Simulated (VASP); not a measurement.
Runs of VASP 6.6.1 on ScSi4O. The structure is that of space group P4/mmm (No. 123), or close to it. The cells are those of the table. The cell was generated, and may not be a known phase.

```csv
task,cell,k mesh,cutoff (eV),gap on the mesh (eV),pressure (GPa),relaxed volume (Å³/atom)
relaxation of cell and atoms,"relaxed from a = 4.930, b = 4.930, c = 4.707 Å, 6 atoms",8 × 8 × 8,600,none,0.0,(a)
relaxation of cell and atoms,"relaxed from a = 4.476, b = 4.476, c = 4.927 Å, 6 atoms",4 × 4 × 4,600,none,-0.1,19.11
single point,"a = 4.930, b = 4.930, c = 4.707 Å, 6 atoms",4 × 4 × 4,520,none,0.0,-
single point,"a = 4.976, b = 4.976, c = 4.694 Å, 6 atoms",8 × 8 × 8,520,none,0.0,-
single point,"a = 4.476, b = 4.476, c = 4.927 Å, 6 atoms",4 × 4 × 4,520,none,12.2,-
```

Alike in all rows: level PBE; potentials or basis VASP PAW PBE potentials, release 64 (Sc_sv, Si, O); no spin polarisation; smearing gaussian 0.1 eV.

Fill in the values left out.

(a) 19.38.

Caveats: an odd number of electrons without spin polarisation forces a metal; a magnetic or distorted state may lie lower; the volume moved by over 15 % at a fixed basis, so the end points are rough (at least some runs); the stress differs along the axes, from -5 to 21 GPa (at least some runs).

A gap of «none» marks levels without a gap at the run's occupations.
